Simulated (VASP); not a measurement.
# LiZn (Fd-3m) in VASP: vibrations by perturbation theory with LDA

Aim: the vibrations by perturbation theory of LiZn with LDA.

Program: VASP 6.6.1. These are calculated values, not measurements. Logs are shortened: lines on timing, memory, paths and dates and some standing lists are left out, and cuts for length are marked.

### Step 1. The cell of the first run

The structure is cubic, space group Fd-3m (No. 227). Conventional cell: a = 5.454 Å, b = 5.454 Å, c = 5.454 Å, α = 90.00°, β = 90.00°, γ = 90.00°. Li (site symmetry -43m) has 4 Li at 2.36 Å and 10 Zn at 2.36 to 2.73 Å within 3.1 Å. Zn (site symmetry -43m) has 10 Li at 2.36 to 2.73 Å and 4 Zn at 2.36 Å within 3.1 Å.

### Step 2. Vibrations by perturbation theory, LDA

File INCAR:

```
SYSTEM = LiZn
ALGO     = Fast           ! electronic algorithm
EDIFF    = 1E-8           ! SCF threshold, eV
ENCUT    = 520            ! plane-wave cutoff, eV
GGA      = CA             ! functional
IBRION   = 8              ! ionic algorithm
ISIF     = 2              ! what is computed and relaxed
ISMEAR   = -1             ! smearing method
LASPH    = .True.         ! aspherical terms in the spheres
LCHARG   = .False.        ! write CHGCAR
LREAL    = .False.        ! projectors in reciprocal space
LWAVE    = .False.        ! write WAVECAR
NELM     = 80             ! most SCF steps
NSW      = 1              ! ionic steps
PREC     = Accurate       ! precision mode
SIGMA    = 0.15           ! smearing width, eV
```

File KPOINTS:

```
k-points
0
Gamma
  14 14 14
  0 0 0
```

File POSCAR:

```
LiZn
1.0
    0.0000000000      2.7268387591      2.7268387591
    2.7268387591      0.0000000000      2.7268387591
    2.7268387591      2.7268387591      0.0000000000
Li Zn
2 2
Direct
    0.5000000000      0.5000000000      0.5000000000
    0.7500000000      0.7500000000      0.7500000000
    0.0000000000      0.0000000000      0.0000000000
    0.2500000000      0.2500000000      0.2500000000
```

Potentials or basis: VASP PAW LDA potentials, release 64 (Li_sv, Zn).

Started as:

```console
$ cat potpaw_LDA.64/Li_sv/POTCAR potpaw_LDA.64/Zn/POTCAR > POTCAR
$ mpirun -np 1 vasp_std > vasp.out
```

OUTCAR:

```text
SYSTEM = LiZn
   EDIFF = 1E-8
   ENCUT = 520
   GGA = CA
   IBRION = 8
   ISIF = 2
   ISMEAR = -1
   LASPH = .True.
   LREAL = .False.
   NELM = 80
   NSW = 1
   PREC = Accurate

 ion  position               nearest neighbor table
   1  0.500  0.500  0.500-   2 2.36   4 2.36   4 2.36   4 2.36   4 2.36   2 2.36   2 2.36   2 2.36
                             3 2.73   3 2.73   3 2.73   3 2.73   3 2.73   3 2.73
   2  0.750  0.750  0.750-   1 2.36   3 2.36   1 2.36   1 2.36   1 2.36   3 2.36   3 2.36   3 2.36
                             4 2.73   4 2.73   4 2.73   4 2.73   4 2.73   4 2.73
   3  0.000  0.000  0.000-   2 2.36   4 2.36   2 2.36   2 2.36   2 2.36   4 2.36   4 2.36   4 2.36
                             1 2.73   1 2.73   1 2.73   1 2.73   1 2.73   1 2.73
   4  0.250  0.250  0.250-   1 2.36   3 2.36   3 2.36   3 2.36   3 2.36   1 2.36   1 2.36   1 2.36
                             2 2.73   2 2.73   2 2.73   2 2.73   2 2.73   2 2.73

  LATTYP: Found a face centered cubic cell.
 ALAT       =     5.4536775182

  Lattice vectors:

 A1 = (   0.0000000000,   2.7268387591,   2.7268387591)
 A2 = (   2.7268387591,   0.0000000000,   2.7268387591)
 A3 = (   2.7268387591,   2.7268387591,   0.0000000000)

Analysis of symmetry for initial positions (statically):
=====================================================================
 Subroutine PRICEL returns:
 Original cell was already a primitive cell.

 Routine SETGRP: Setting up the symmetry group for a
 face centered cubic supercell.

 Subroutine GETGRP returns: Found 48 space group operations
 (whereof 24 operations were pure point group operations)
 out of a pool of 48 trial point group operations.

The static configuration has the point symmetry T_d .
 The point group associated with its full space group is O_h .

Analysis of symmetry for dynamics (positions and initial velocities):
=====================================================================
 Subroutine PRICEL returns:
 Original cell was already a primitive cell.

 Routine SETGRP: Setting up the symmetry group for a
 face centered cubic supercell.

 Subroutine GETGRP returns: Found 48 space group operations
 (whereof 24 operations were pure point group operations)
 out of a pool of 48 trial point group operations.

The dynamic configuration has the point symmetry T_d .
 The point group associated with its full space group is O_h .

 Subroutine INISYM returns: Found 48 space group operations
 (whereof 24 operations are pure point group operations),
 and found     1 'primitive' translations

----------------------------------------------------------------------------------------

                                     Primitive cell

  volume of cell :      40.5516

  direct lattice vectors                    reciprocal lattice vectors
     0.000000000  2.726838759  2.726838759    -0.183362510  0.183362510  0.183362510
     2.726838759  0.000000000  2.726838759     0.183362510 -0.183362510  0.183362510
     2.726838759  2.726838759  0.000000000     0.183362510  0.183362510 -0.183362510

  length of vectors
     3.856332356  3.856332356  3.856332356     0.317593184  0.317593184  0.317593184

  position of ions in fractional coordinates (direct lattice)
     0.500000000  0.500000000  0.500000000
     0.750000000  0.750000000  0.750000000
     0.000000000  0.000000000  0.000000000
     0.250000000  0.250000000  0.250000000

  ion indices of the primitive-cell ions
   primitive index   ion index
                 1           1
                 2           2
                 3           3
                 4           4

----------------------------------------------------------------------------------------

 KPOINTS: k-points

Automatic generation of k-mesh.
 Grid dimensions read from file:
 generate k-points for:   14   14   14

 Generating k-lattice:

  Cartesian coordinates                     Fractional coordinates (reciprocal lattice)
    -0.013097322  0.013097322  0.013097322     0.071428571  0.000000000  0.000000000
     0.013097322 -0.013097322  0.013097322     0.000000000  0.071428571  0.000000000
[... 77 lines left out ...]
     AMIX     =   0.40;   BMIX     =  1.00
     AMIX_MAG =   1.60;   BMIX_MAG =  1.00
  volume/ion in A,a.u.               =      10.14        68.41
  Fermi-wavevector in a.u.,A,eV,Ry     =   1.480627  2.797980 29.827475  2.192258
  Thomas-Fermi vector in A             =   2.594638
   LORBIT       =      0    0 simple, 1 ext, 2 COOP (PROOUT), +10 PAW based schemes
   GGA     = CA    functional components
   LHFCALC =     F    Hartree Fock is set to
   AEXX    =    0.0000 exact exchange contribution
   IVDW    =     0    specifies the selected vdW correction
   LEPSILON=     F    determine dielectric tensor
   LRPA    =     F    only Hartree local field effects (RPA)
 non-spin polarized calculation
 RMM-DIIS sequential band-by-band and
  energy-cutoff  :      520.00
  volume of cell :       40.55
 maximum number of plane-waves:      1110
 NGX is ok and might be reduce to    30
   NGX = 15   NGY = 15   NGZ = 15

--------------------------------------- Ionic step        1  -------------------------------------------

 number of electron      30.0000010 magnetization

 Free energy of the ion-electron system (eV)
  ---------------------------------------------------
  ext. energy  EPLUGINS =         0.00000000
  ---------------------------------------------------
  free energy    TOTEN  =        -8.06778070 eV

  energy without entropy =       -7.99465379  energy(sigma->0) =       -8.03121725

 E-fermi :   4.0434     XC(G=0): -11.8228

 val. band max:        4.0345913020   @ k =   0.3571   0.2143   0.0714
 cond. band min:       4.0511495251   @ k =   0.4286   0.2857   0.0714
 fundamental gap:      0.0165582231
 Fermi energy:         4.0434060694

 k-point     1 :       0.0000    0.0000    0.0000
  band No.  band energies     occupation
      1     -40.5273      2.00000
      2     -40.3243      2.00000
      3      -5.1773      2.00000
      4      -4.1503      2.00000
      5      -4.1503      2.00000
      6      -4.1503      2.00000
[... 505 lines left out ...]
      6      -4.1142      2.00000
[... 11 lines left out ...]
     18       9.9414      0.00000
     19      11.4886      0.00000

 [... further k-points ...]
[... 5 lines left out ...]
  --------------------------------------------------------------------------------------
  -------------------------------------------------------------------------------------
  Total        6.4708158      6.4708158      6.4708158     -0.0000000     -0.0000000     -0.0000000
  in kB      255.6590957    255.6590957    255.6590957     -0.0000000     -0.0000000     -0.0000000
  external PRESSURE =     255.6590957 kB  Pullay stress =       0.0000000 kB

 VOLUME and BASIS-vectors are now :
 -----------------------------------------------------------------------------
  energy-cutoff  :      520.00
  volume of cell :       40.55
      direct lattice vectors                 reciprocal lattice vectors
     0.000000000  2.726838759  2.726838759    -0.183362510  0.183362510  0.183362510
     2.726838759  0.000000000  2.726838759     0.183362510 -0.183362510  0.183362510
     2.726838759  2.726838759  0.000000000     0.183362510  0.183362510 -0.183362510

 POSITION                                       TOTAL-FORCE (eV/Angst)
 -----------------------------------------------------------------------------------
      2.72684      2.72684      2.72684         0.000000      0.000000      0.000000
      4.09026      4.09026      4.09026        -0.000000     -0.000000     -0.000000
      0.00000      0.00000      0.00000        -0.000000      0.000000     -0.000000
      1.36342      1.36342      1.36342         0.000000      0.000000      0.000000
 -----------------------------------------------------------------------------------
    total drift:                                0.000000     -0.000000      0.000000

  FREE ENERGIE OF THE ION-ELECTRON SYSTEM (eV)
  ---------------------------------------------------
  free  energy   TOTEN  =        -8.0677806989 eV

  energy  without entropy=       -7.9946537926  energy(sigma->0) =       -8.03121725

[... ionic steps 2 to 9 ...]

--------------------------------------- Ionic step       10  -------------------------------------------

 Free energy of the ion-electron system (eV)
  ---------------------------------------------------
  ---------------------------------------------------
  free energy    TOTEN  =        -0.20988621 eV

  energy without entropy =       -0.20988621

------------------------ aborting loop because EDIFF is reached ----------------------------------------

 INTERNAL STRAIN TENSOR  FOR ION    3  DIRECTION 1   (eV/Angst):
 -----------------------------------------------------------------------------
    -0.00224  0.00000  0.00000
     0.00000  0.00020  4.28931
     0.00000  4.28931  0.00020

 INTERNAL STRAIN TENSOR FOR ION    4 for displacements in x,y,z  (eV/Angst):
          X           Y           Z          XY          YZ          ZX
  --------------------------------------------------------------------------------
  x     0.00000     0.00000     0.00000     0.00000    -4.28931     0.00000
  y     0.00000    -0.00000     0.00000     0.00000     0.00000    -4.28931
  z     0.00000     0.00000     0.00000    -4.28931     0.00000     0.00000

 SECOND DERIVATIVES (NOT SYMMETRIZED)
 ------------------------------------
               1X          1Y          1Z          2X          2Y          2Z          3X          3Y          3Z          4X          4Y          4Z
  1X    -6.304185    0.000000    0.000000    2.035000    0.000000    0.000000    0.978118    0.000000    0.000000    3.291066    0.000000    0.000000
  1Y     0.000000   -6.304185    0.000000    0.000000    2.035000    0.000000    0.000000    0.978118    0.000000    0.000000    3.291066    0.000000
  1Z     0.000000    0.000000   -6.304185    0.000000    0.000000    2.035000    0.000000    0.000000    0.978118    0.000000    0.000000    3.291066
  2X     2.035000    0.000000    0.000000   -6.304185    0.000000    0.000000    3.291066    0.000000    0.000000    0.978118    0.000000    0.000000
  2Y     0.000000    2.035000    0.000000    0.000000   -6.304185    0.000000    0.000000    3.291066    0.000000    0.000000    0.978118    0.000000
  2Z     0.000000    0.000000    2.035000    0.000000    0.000000   -6.304185    0.000000    0.000000    3.291066    0.000000    0.000000    0.978118
  3X     0.959270   -0.000000   -0.000000    3.267190    0.000000    0.000000  -10.079774    0.000000    0.000000    5.853313    0.000000    0.000000
  3Y    -0.000000    0.959270   -0.000000    0.000000    3.267190    0.000000    0.000000  -10.079774    0.000000    0.000000    5.853313    0.000000
  3Z    -0.000000   -0.000000    0.959270    0.000000    0.000000    3.267190    0.000000    0.000000  -10.079774    0.000000    0.000000    5.853313
  4X     3.267190    0.000000    0.000000    0.959270   -0.000000   -0.000000    5.853313    0.000000    0.000000  -10.079774    0.000000    0.000000
  4Y     0.000000    3.267190    0.000000   -0.000000    0.959270   -0.000000    0.000000    5.853313    0.000000    0.000000  -10.079774    0.000000
  4Z     0.000000    0.000000    3.267190   -0.000000   -0.000000    0.959270    0.000000    0.000000    5.853313    0.000000    0.000000  -10.079774

 Eigenvectors and eigenvalues of the dynamical matrix
 ----------------------------------------------------

   1 f  =   17.138031 THz   107.681427 2PiTHz  571.663194 cm-1    70.877171 meV
             X         Y         Z           dx          dy          dz
      2.726839  2.726839  2.726839     0.657133    0.248823    0.000000
      4.090258  4.090258  4.090258    -0.657133   -0.248823    0.000000
      0.000000  0.000000  0.000000     0.074015    0.028026   -0.000000
      1.363419  1.363419  1.363419    -0.074015   -0.028026    0.000000
[... 71 lines left out ...]
  12 f/i=    0.019005 THz     0.119409 2PiTHz    0.633925 cm-1     0.078597 meV
             X         Y         Z           dx          dy          dz
      2.726839  2.726839  2.726839    -0.198576    0.092422   -0.000094
      4.090258  4.090258  4.090258    -0.198576    0.092422   -0.000094
      0.000000  0.000000  0.000000    -0.609542    0.283696   -0.000290
      1.363419  1.363419  1.363419    -0.609542    0.283696   -0.000290

--------------------------------------------------------------------------------------------------------

 ELASTIC MODULI CONTR FROM IONIC RELAXATION (kBar)
 Direction    XX          YY          ZZ          XY          YZ          ZX
 --------------------------------------------------------------------------------
 XX          -0.0000      0.0000      0.0000     -0.0000      0.0000      0.0000
 YY           0.0000     -0.0000      0.0000     -0.0000     -0.0000     -0.0000
 ZZ           0.0000      0.0000     -0.0000      0.0000     -0.0000      0.0000
 XY          -0.0000     -0.0000      0.0000   -181.2826     -0.0000     -0.0000
 YZ           0.0000     -0.0000     -0.0000     -0.0000   -181.2826      0.0000
 ZX           0.0000     -0.0000      0.0000     -0.0000      0.0000   -181.2826
 --------------------------------------------------------------------------------
```

Run time: 57 min. Hardware: 1 thread of Intel Xeon 8259CL, shared host; peak memory 0.7 GiB.

What came out:

```yaml
Highest_phonon_frequency_at_Γ: 572 cm⁻¹
```

Phonon frequencies in cm⁻¹ (negative: imaginary):
```csv
q point,frequencies
"(0.000, 0.000, 0.000)",-1 -1 -1 251 251 251 428 428 428 572 572 572
```

Caveat: the cell stands under pressure or tension, which shifts response properties; the cutoff is under 1.25 times the usual one of these potentials, so pressure, stress and relaxed cells hold a basis-set (Pulay) error.
